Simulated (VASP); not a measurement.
**TaN: single point with r2SCAN**

TaN:

```
CELL_PARAMETERS angstrom
2.16529 2.16529 0.00000
-2.16529 2.16529 0.00000
0.00000 0.00000 4.43610
ATOMIC_POSITIONS crystal
Ta 0.50000 0.50000 0.00000
Ta 0.00000 0.00000 0.50000
N 0.00000 0.00000 0.00000
N 0.50000 0.50000 0.50000
```

This cell differs from its parent crystal: biaxial strain in the a-b plane: -1.5 %.

```
Program                : VASP 6.6.1
Task                   : single point
Functional             : r2SCAN
Potentials or basis    : VASP PAW PBE potentials, release 64 (Ta_pv, N)
Cutoff                 : 520 eV
k mesh                 : 16 × 16 × 12
Occupations            : gaussian, width 0.1 eV
Spin                   : no spin polarisation
Dipole correction      : no
Further INCAR settings : ALGO = Normal; EDIFF = 1e-06; NBANDS = 24
```

The pressure is 10.4 GPa and the band gap on the k mesh is zero (band 16 reaches 11.77 eV, above the bottom of band 17 at 7.74 eV).

Stress tensor (GPa, compression positive):
```
15.10  0.00  0.00
 0.00 15.10  0.00
 0.00  0.00  0.91
```

Levels at points of the mesh, in eV from the Fermi level:
| k point | band 14 | band 15 | band 16 | band 17 | band 18 | band 19 |
| --- | --- | --- | --- | --- | --- | --- |
| (0.00, 0.00, 0.00) | -4.18 | -4.18 | -2.43 | -2.13 | -2.13 | -0.14 |
| (0.50, 0.00, 0.00) | -7.31 | 0.52 | 0.52 | 0.82 | 0.82 | 1.86 |
| (0.50, 0.50, 0.00) | -5.14 | -5.05 | -5.05 | 2.26 | 2.26 | 3.50 |
| (0.00, 0.00, 0.50) | -5.20 | -4.38 | -4.38 | 1.19 | 1.19 | 1.58 |
| (0.50, 0.00, 0.50) | -8.18 | 1.91 | 1.91 | 2.05 | 2.05 | 2.20 |
| (0.50, 0.50, 0.50) | -7.16 | -0.47 | -0.47 | -0.47 | -0.47 | 3.87 |

Run time: 9.6 min on 1 thread of AMD EPYC 9R45 96-Core Processor (Zen 5), with other jobs on the host, peak memory 0.34 GiB.

Caveat: the cell differs from its parent crystal (biaxial strain in the a-b plane: -1.5 %); the PAW data sets were made with another functional, which shifts forces and pressure a little; spin-orbit coupling is left out, which moves the levels of the heavy elements.
